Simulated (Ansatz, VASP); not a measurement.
**C in VASP and in Ansatz**

```
C
1.0
     0.00000    1.78340    1.78340
     1.78340    0.00000    1.78340
     1.78340    1.78340    0.00000
C
2
Direct
  0.50000 0.50000 0.50000
  0.75000 0.75000 0.75000
```

Alike in both runs: task electric field gradients; functional PBEsol; k mesh 16 × 16 × 16; occupations fermi-dirac, width 0.03 eV; no spin polarisation.

|  | VASP | Ansatz |
| --- | --- | --- |
| version | VASP 6.6.1 | Ansatz 0.2.0 |
| potentials or method | VASP PAW PBE potentials, release 64 (C) | PAW with Ansatz's default frozen-core files, scalar-relativistic |
| plane-wave cutoff (eV) | 520 | 420 |
| valence electrons in the cell | 8 | 8 |

Ansatz gave:

* gap on the k mesh at the Fermi level (eV): 4.01
* pressure (GPa): -4.8

Estimate VASP's values.

gap on the k mesh at the Fermi level (eV): 4.00; pressure (GPa): -3.8.

VASP's potentials were made for PBE, not for PBEsol.
